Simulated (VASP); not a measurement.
# FeO (R-3m) in VASP: settings compared

The runs below take FeO through single point, with r2SCAN, PBE+U.

Everything below comes from runs of VASP 6.6.1. Logs are shortened: lines on timing, memory, paths and dates and some standing lists are left out, and cuts for length are marked.

## (1) The cell of the first run

The structure is trigonal, space group R-3m (No. 166). The conventional cell has a = 3.038 Å, b = 3.038 Å, c = 7.559 Å, α = 90.00°, β = 90.00°, γ = 120.00°. Fe (site symmetry -3m) has 6 O at 2.16 Å within 2.9 Å. O (site symmetry -3m) has 6 Fe at 2.16 Å within 2.9 Å.

## (2) Single point, r2SCAN

POSCAR reads:

```
FeO
1.0
    1.5188209000      0.8768916600      2.5195772800
   -1.5188209000      0.8768916600      2.5195772800
    0.0000000000     -3.5075666300      5.0391545700
Fe O
2 2
Direct
    0.0000000000      0.0000000000      0.0000000000
    0.0000000000      0.0000000000      0.5000000000
    0.5000000000      0.5000000000      0.2500000000
    0.5000000000      0.5000000000      0.7500000000
```

INCAR.step1 reads:

```
SYSTEM = FeO
ALGO = Normal
EDIFF = 1E-4
ENCUT = 520
GGA = PE
ISMEAR = -1
LASPH = .True.
LCHARG = .False.
LREAL = .False.
LWAVE = .True.
NBANDS = 22
NELM = 60
PREC = Accurate
SIGMA = 0.05
```

INCAR.step2 reads:

```
SYSTEM = FeO
ALGO = Normal
EDIFF = 1E-7
ENCUT = 520
ISIF = 2
ISMEAR = -1
ISTART = 1
LASPH = .True.
LCHARG = .False.
LMIXTAU = .True.
LREAL = .False.
LWAVE = .False.
METAGGA = R2SCAN
NBANDS = 22
NELM = 60
PREC = Accurate
SIGMA = 0.05
```

KPOINTS reads:

```
k-points
0
Gamma
  9 9 5
  0 0 0
```

Potentials or basis: VASP PAW PBE potentials, release 64 (Fe, O).

Command:

```bash
> cat potpaw_PBE.64/Fe/POTCAR potpaw_PBE.64/O/POTCAR > POTCAR
> cp INCAR.step1 INCAR
> mpirun -np 1 vasp_std > vasp.out
> cp INCAR.step2 INCAR
> mpirun -np 1 vasp_std > vasp.out
```

OUTCAR:

```text
SYSTEM = FeO
   EDIFF = 1E-7
   ENCUT = 520
   ISIF = 2
   ISMEAR = -1
   ISTART = 1
   LASPH = .True.
   LREAL = .False.
   METAGGA = R2SCAN
   NELM = 60
   PREC = Accurate

 ion  position               nearest neighbor table
   1  0.000  0.000  0.000-   3 2.16   4 2.16   3 2.16   4 2.16   4 2.16   3 2.16   2 3.04   2 3.04
                             2 3.04   2 3.04   2 3.07   2 3.07
   2  0.000  0.000  0.500-   3 2.16   4 2.16   3 2.16   4 2.16   3 2.16   4 2.16   1 3.04   1 3.04
                             1 3.04   1 3.04   1 3.07   1 3.07
   3  0.500  0.500  0.250-   1 2.16   2 2.16   1 2.16   2 2.16   1 2.16   2 2.16
   4  0.500  0.500  0.750-   1 2.16   2 2.16   1 2.16   2 2.16   2 2.16   1 2.16

  LATTYP: Found a base centered monoclinic cell.
 ALAT       =     5.3356194217
 B/A-ratio  =     0.5693138059
 C/A-ratio  =     0.9860804406
 COS(beta)  =    -0.3286934790

  Lattice vectors:

 A1 = (   1.5188209000,   0.8768916600,   2.5195772800)
 A2 = (  -1.5188209000,   0.8768916600,   2.5195772800)
 A3 = (   0.0000000000,  -5.2613499500,   0.0000000100)

Analysis of symmetry for initial positions (statically):
=====================================================================
 Subroutine PRICEL returns following result:

  LATTYP: Found a trigonal (rhomboedric) cell.
 ALAT       =     3.0698575829
 COS(alpha) =     0.5104391612

  Lattice vectors:

 A1 = (   1.5188209000,   0.8768916600,   2.5195772800)
 A2 = (  -1.5188209000,   0.8768916600,   2.5195772800)
 A3 = (   0.0000000000,  -1.7537833150,   2.5195772850)

   2 primitive cells build up your supercell.

 Routine SETGRP: Setting up the symmetry group for a
 base centered monoclinic supercell.

 Subroutine GETGRP returns: Found  4 space group operations
 (whereof  4 operations were pure point group operations)
 out of a pool of  4 trial point group operations.

The static configuration has the point symmetry C_2h.

Analysis of symmetry for dynamics (positions and initial velocities):
=====================================================================
 Subroutine PRICEL returns following result:

  LATTYP: Found a trigonal (rhomboedric) cell.
 ALAT       =     3.0698575829
 COS(alpha) =     0.5104391612

  Lattice vectors:

 A1 = (   1.5188209000,   0.8768916600,   2.5195772800)
 A2 = (  -1.5188209000,   0.8768916600,   2.5195772800)
 A3 = (   0.0000000000,  -1.7537833150,   2.5195772850)

   2 primitive cells build up your supercell.

 Routine SETGRP: Setting up the symmetry group for a
 base centered monoclinic supercell.

 Subroutine GETGRP returns: Found  4 space group operations
 (whereof  4 operations were pure point group operations)
 out of a pool of  4 trial point group operations.

The dynamic configuration has the point symmetry C_2h.

 Subroutine INISYM returns: Found  4 space group operations
 (whereof  4 operations are pure point group operations),
 and found     2 'primitive' translations

----------------------------------------------------------------------------------------

                                     Primitive cell

  volume of cell :      20.1341

  direct lattice vectors                    reciprocal lattice vectors
     1.518820900  0.876891660  2.519577280     0.329202739  0.190065289  0.132297324
    -1.518820900  0.876891660  2.519577280    -0.329202739  0.190065289  0.132297324
     0.000000000 -1.753783315  2.519577285     0.000000000 -0.380130578  0.132297325

  length of vectors
     3.069857583  3.069857583  3.069857588     0.402494521  0.402494521  0.402494520

  position of ions in fractional coordinates (direct lattice)
     0.000000000  0.000000000  0.000000000
     0.500000000  0.500000000  0.500000000

  ion indices of the primitive-cell ions
   primitive index   ion index
                 1           1
                 2           3

----------------------------------------------------------------------------------------

 KPOINTS: k-points

Automatic generation of k-mesh.
 Grid dimensions read from file:
 generate k-points for:    9    9    5

 Generating k-lattice:

  Cartesian coordinates                     Fractional coordinates (reciprocal lattice)
     0.036578082  0.021118365  0.014699703     0.111111111 -0.000000000  0.000000000
    -0.036578082  0.021118365  0.014699703    -0.000000000  0.111111111  0.000000000
     0.000000000 -0.038013058  0.013229732     0.000000000  0.000000000  0.200000000

  Length of vectors
     0.044721613  0.044721613  0.040249452

  Shift w.r.t. Gamma in fractional coordinates (k-lattice)
     0.000000000  0.000000000  0.000000000

 Subroutine IBZKPT returns following result:
 ===========================================

 Found    115 irreducible k-points:

 Following reciprocal coordinates:
            Coordinates               Weight
  0.000000  0.000000  0.000000      1.000000
  0.111111  0.000000  0.000000      4.000000
  0.222222  0.000000  0.000000      4.000000
  0.333333 -0.000000  0.000000      4.000000
  0.444444  0.000000  0.000000      4.000000
  0.111111  0.111111  0.000000      2.000000
[... 16 lines left out ...]
 -0.333333  0.333333  0.000000      2.000000
  0.444444  0.444444  0.000000      2.000000
 [... further k-points ...]
   k-points           NKPTS =    115   k-points in BZ     NKDIM =    115   number of bands    NBANDS=     22
   number of dos      NEDOS =    301   number of ions     NIONS =      4
   total plane-waves  NPLWV =  27648
   dimension x,y,z NGX =    24 NGY =   24 NGZ =   48
   dimension x,y,z NGXF=    48 NGYF=   48 NGZF=   96
   ions per type =               2   2
   NGX,Y,Z   is equivalent  to a cutoff of  13.00, 13.00, 13.00 a.u.
   NGXF,Y,Z  is equivalent  to a cutoff of  25.99, 25.99, 25.99 a.u.
 SYSTEM =  FeO
   PREC   = accura    normal or accurate (medium, high low for compatibility)
   ISTART =      1    job   : 0-new  1-cont  2-samecut
   ICHARG =      0    charge: 1-file 2-atom 10-const
   ISPIN  =      1    spin polarized calculation?
   LNONCOLLINEAR =      F non collinear calculations
   LSORBIT =      F    spin-orbit coupling
   LASPH  =      T    aspherical Exc in radial PAW
   ENCUT  =  520.0 eV  38.22 Ry    6.18 a.u.   5.71  5.71 11.42*2*pi/ulx,y,z
   NELM   =     60;   NELMIN=  2; NELMDL=  0     # of ELM steps
   EDIFF  = 0.1E-06   stopping-criterion for ELM
   LREAL  =      F    real-space projection
   EDIFFG = 0.1E-05   stopping-criterion for IOM
   NSW    =      0    number of steps for IOM
   IBRION =     -1    ionic relax: 0-MD 1-quasi-New 2-CG
   NFREE  =      0    steps in history (QN), initial steepest desc. (CG)
   ISIF   =      2    stress and relaxation
   ISYM   =      2    0-nonsym 1-usesym 2-fastsym
   POTIM  = 0.5000    time-step for ionic-motion
   TEBEG  =    0.0;   TEEND  =   0.0 temperature during run
   PSTRESS=    0.0 pullay stress
   NELECT =      28.0000    total number of electrons
   NUPDOWN=      -1.0000    fix difference up-down
   EMIN   =  10.00;   EMAX   =-10.00  energy-range for DOS
   EFERMI =   0.00;   METHOD = LEGACY
   ISMEAR =    -1;   SIGMA  =   0.05  broadening in eV -4-tet -1-fermi 0-gaus
   EFERMI_NEDOS =   21; number of points for ismear=-14 and -15
   IALGO  =     38    algorithm
   IMIX   =      4    mixing-type and parameters
     AMIX     =   0.40;   BMIX     =  1.00
     AMIX_MAG =   1.60;   BMIX_MAG =  1.00
  volume/ion in A,a.u.               =      10.07        67.94
  Fermi-wavevector in a.u.,A,eV,Ry     =   1.450353  2.740770 28.620176  2.103524
  Thomas-Fermi vector in A             =   2.567975
   LORBIT       =      0    0 simple, 1 ext, 2 COOP (PROOUT), +10 PAW based schemes
   METAGGA = R2SCAN    functional components
   LHFCALC =     F    Hartree Fock is set to
   AEXX    =    0.0000 exact exchange contribution
   IVDW    =     0    specifies the selected vdW correction
   LEPSILON=     F    determine dielectric tensor
   LRPA    =     F    only Hartree local field effects (RPA)
 non-spin polarized calculation
  energy-cutoff  :      520.00
  volume of cell :       40.27
 maximum number of plane-waves:      1096
   NGX = 11   NGY = 11   NGZ = 23

 number of electron      27.9999998 magnetization

 Free energy of the ion-electron system (eV)
  ---------------------------------------------------
  ext. energy  EPLUGINS =         0.00000000
  ---------------------------------------------------
  free energy    TOTEN  =       -42.15677119 eV

  energy without entropy =      -42.15458438  energy(sigma->0) =      -42.15567779

 E-fermi :   5.1933     XC(G=0): -12.7611

 val. band max:        4.9108405747   @ k =   0.0000   0.0000   0.0000
 cond. band min:       5.2705614037   @ k =   0.0000   0.0000   0.0000
 fundamental gap:      0.3597208290
 Fermi energy:         5.1933107205

 k-point     1 :       0.0000    0.0000    0.0000
  band No.  band energies     occupation
      1     -16.0991      2.00000
      2     -15.0413      2.00000
      3      -2.7826      2.00000
      4      -0.2633      2.00000
      5      -0.1697      2.00000
      6       1.6010      2.00000
[... 14 lines left out ...]
     21      15.4950      0.00000
     22      19.5594      0.00000

 k-point     2 :       0.1111    0.0000    0.0000
  band No.  band energies     occupation
      1     -15.9880      2.00000
      2     -15.0446      2.00000
      3      -2.5513      2.00000
      4      -0.3174      2.00000
      5      -0.1580      2.00000
      6       0.8659      2.00000
[... 14 lines left out ...]
     21      15.4278      0.00000
     22      18.7789      0.00000

 k-point     3 :       0.2222    0.0000    0.0000
  band No.  band energies     occupation
      1     -15.6940      2.00000
      2     -15.0509      2.00000
      3      -1.9868      2.00000
      4      -0.6132      2.00000
      5      -0.4937      2.00000
      6       0.0360      2.00000
[... 14 lines left out ...]
     21      15.4512      0.00000
     22      17.3465      0.00000
[... 476 lines left out ...]
 k-point    23 :      -0.3333    0.3333    0.0000
  band No.  band energies     occupation
      1     -14.9996      2.00000
      2     -14.9782      2.00000
      3      -1.6960      2.00000
      4      -1.5208      2.00000
      5      -1.0602      2.00000
      6      -0.7532      2.00000
[... 14 lines left out ...]
     21      14.7162      0.00000
     22      14.9156      0.00000

 k-point    24 :       0.4444    0.4444    0.0000
  band No.  band energies     occupation
      1     -15.0939      2.00000
      2     -15.0794      2.00000
      3      -2.7349      2.00000
      4      -1.6694      2.00000
      5      -0.1343      2.00000
      6      -0.1118      2.00000
[... 14 lines left out ...]
     21      15.2546      0.00000
     22      15.6502      0.00000

 [... further k-points ...]
[... 5 lines left out ...]
  --------------------------------------------------------------------------------------
  -------------------------------------------------------------------------------------
  Total       -7.0125670     -7.0126567     -7.5924837      0.0000000      0.0000469      0.0000000
  in kB     -279.0141145   -279.0176833   -302.0876809      0.0000000      0.0018673      0.0000000
  external PRESSURE =    -286.7064929 kB  Pullay stress =       0.0000000 kB

 VOLUME and BASIS-vectors are now :
 -----------------------------------------------------------------------------
  energy-cutoff  :      520.00
  volume of cell :       40.27
      direct lattice vectors                 reciprocal lattice vectors
     1.518820900  0.876891660  2.519577280     0.329202739  0.190065289  0.132297324
    -1.518820900  0.876891660  2.519577280    -0.329202739  0.190065289  0.132297324
     0.000000000 -3.507566630  5.039154570     0.000000000 -0.190065289  0.066148662

 POSITION                                       TOTAL-FORCE (eV/Angst)
 -----------------------------------------------------------------------------------
      0.00000      0.00000      0.00000        -0.000000      0.000000     -0.000000
      0.00000     -1.75378      2.51958        -0.000000      0.000000      0.000000
      0.00000      0.00000      3.77937         0.000000     -0.000000      0.000000
      0.00000     -1.75378      6.29894         0.000000      0.000000     -0.000000
 -----------------------------------------------------------------------------------
    total drift:                               -0.000000     -0.000000     -0.000000

  FREE ENERGIE OF THE ION-ELECTRON SYSTEM (eV)
  ---------------------------------------------------
  free  energy   TOTEN  =       -42.1567711944 eV

  energy  without entropy=      -42.1545843818  energy(sigma->0) =      -42.15567779
```

Run time: 10 min. Hardware: 1 thread of Intel Xeon 8259CL, shared host; peak memory 0.24 GiB.

What came out:

| Property | Result |
| --- | --- |
| Free energy | -42.1568 eV |
| Pressure | -28.7 GPa |
| Band gap on the k mesh | 0.36 eV |

Stress tensor (GPa, compression positive):
```
-27.90   0.00   0.00
  0.00 -27.90   0.00
  0.00   0.00 -30.21
```

Caveat: the cell stands under tension; semilocal functionals underestimate gaps, and a narrow one can read as zero; the PAW data sets were made with another functional, which shifts forces and pressure a little; the run has no spin polarisation, though such a crystal can be magnetic.

## (3) Single point, PBE+U

INCAR reads:

```
ALGO = Normal
EDIFF = 1E-6
ENCUT = 520
GGA = PE
ISIF = 2
ISMEAR = -1
LASPH = True
LCHARG = True
LDAU = True
LDAUJ = 0 0
LDAUL = 2 -1
LDAUPRINT = 1
LDAUTYPE = 2
LDAUU = 4 0
LELF = True
LMAXMIX = 4
LREAL = False
LVHAR = True
LWAVE = False
NBANDS = 22
NELM = 150
PREC = Accurate
SIGMA = 0.05
```

KPOINTS reads:

```
k-points
0
Gamma
  9 9 5
```

POSCAR is that of step 2.

Potentials or basis: VASP PAW PBE potentials, release 64 (Fe, O).

Command:

```bash
> cat potpaw_PBE.64/Fe/POTCAR potpaw_PBE.64/O/POTCAR > POTCAR
> mpirun -np 1 vasp_std > vasp.out
```

OUTCAR:

```text
EDIFF = 1E-6
   ENCUT = 520
   GGA = PE
   ISIF = 2
   ISMEAR = -1
   LASPH = True
   LREAL = False
   NELM = 150
   PREC = Accurate

 ion  position               nearest neighbor table
   1  0.000  0.000  0.000-   3 2.16   4 2.16   3 2.16   4 2.16   4 2.16   3 2.16   2 3.04   2 3.04
                             2 3.04   2 3.04   2 3.07   2 3.07
   2  0.000  0.000  0.500-   3 2.16   4 2.16   3 2.16   4 2.16   3 2.16   4 2.16   1 3.04   1 3.04
                             1 3.04   1 3.04   1 3.07   1 3.07
   3  0.500  0.500  0.250-   1 2.16   2 2.16   1 2.16   2 2.16   1 2.16   2 2.16
   4  0.500  0.500  0.750-   1 2.16   2 2.16   1 2.16   2 2.16   2 2.16   1 2.16

  LATTYP: Found a base centered monoclinic cell.
 ALAT       =     5.3356194217
 B/A-ratio  =     0.5693138059
 C/A-ratio  =     0.9860804406
 COS(beta)  =    -0.3286934790

  Lattice vectors:

 A1 = (   1.5188209000,   0.8768916600,   2.5195772800)
 A2 = (  -1.5188209000,   0.8768916600,   2.5195772800)
 A3 = (   0.0000000000,  -5.2613499500,   0.0000000100)

Analysis of symmetry for initial positions (statically):
[... 257 lines left out ...]
  ---------------------------------------------------
  ext. energy  EPLUGINS =         0.00000000
  ---------------------------------------------------
  free energy    TOTEN  =       -23.29443813 eV

  energy without entropy =      -23.29443813  energy(sigma->0) =      -23.29443813

 E-fermi :   4.8247     XC(G=0): -12.1219

 val. band max:        3.7332315074   @ k =   0.0000   0.0000   0.0000
 cond. band min:       5.8776232717   @ k =   0.0000   0.0000   0.0000
 fundamental gap:      2.1443917643
 Fermi energy:         4.8246622858

 k-point     1 :       0.0000    0.0000    0.0000
  band No.  band energies     occupation
      1     -14.6591      2.00000
      2     -13.5408      2.00000
      3      -2.5815      2.00000
      4       0.3092      2.00000
      5       0.3977      2.00000
      6       2.1255      2.00000
[... 589 lines left out ...]
     21      14.6410      0.00000
     22      15.1077      0.00000

 [... further k-points ...]
[... 5 lines left out ...]
  --------------------------------------------------------------------------------------
  -------------------------------------------------------------------------------------
  Total       -4.5113326     -4.5114150     -5.1521461      0.0000000     -0.0000530      0.0000000
  in kB     -179.4956793   -179.4989556   -204.9921915      0.0000000     -0.0021068      0.0000000
  external PRESSURE =    -187.9956088 kB  Pullay stress =       0.0000000 kB

 VOLUME and BASIS-vectors are now :
 -----------------------------------------------------------------------------
  energy-cutoff  :      520.00
  volume of cell :       40.27
      direct lattice vectors                 reciprocal lattice vectors
     1.518820900  0.876891660  2.519577280     0.329202739  0.190065289  0.132297324
    -1.518820900  0.876891660  2.519577280    -0.329202739  0.190065289  0.132297324
     0.000000000 -3.507566630  5.039154570     0.000000000 -0.190065289  0.066148662

 POSITION                                       TOTAL-FORCE (eV/Angst)
 -----------------------------------------------------------------------------------
      0.00000      0.00000      0.00000         0.000000     -0.000000      0.000000
      0.00000     -1.75378      2.51958         0.000000     -0.000000      0.000000
      0.00000      0.00000      3.77937        -0.000000      0.000000      0.000000
      0.00000     -1.75378      6.29894        -0.000000      0.000000     -0.000000
 -----------------------------------------------------------------------------------
    total drift:                               -0.000000     -0.000000     -0.000000

  FREE ENERGIE OF THE ION-ELECTRON SYSTEM (eV)
  ---------------------------------------------------
  free  energy   TOTEN  =       -23.2944381253 eV

  energy  without entropy=      -23.2944381252  energy(sigma->0) =      -23.29443813
```

Wall time 3.3 min (1 thread of Intel Xeon 8259CL, shared host); peak memory 0.23 GiB.

Results:

```
Free energy            : -23.2944 eV
Pressure               : -18.8 GPa
Band gap on the k mesh : 2.14 eV
```

Eigenvalues of the final occupation matrices:
```tsv
site	spin	trace	eigenvalues
site 1 d	1	3.15	0.13 0.13 0.96 0.96 0.96
site 1 d	2	3.15	0.13 0.13 0.96 0.96 0.96
site 2 d	1	3.15	0.13 0.13 0.96 0.96 0.96
site 2 d	2	3.15	0.13 0.13 0.96 0.96 0.96
```

Caveat: the cell stands under tension; the run has no spin polarisation, though such a crystal can be magnetic.
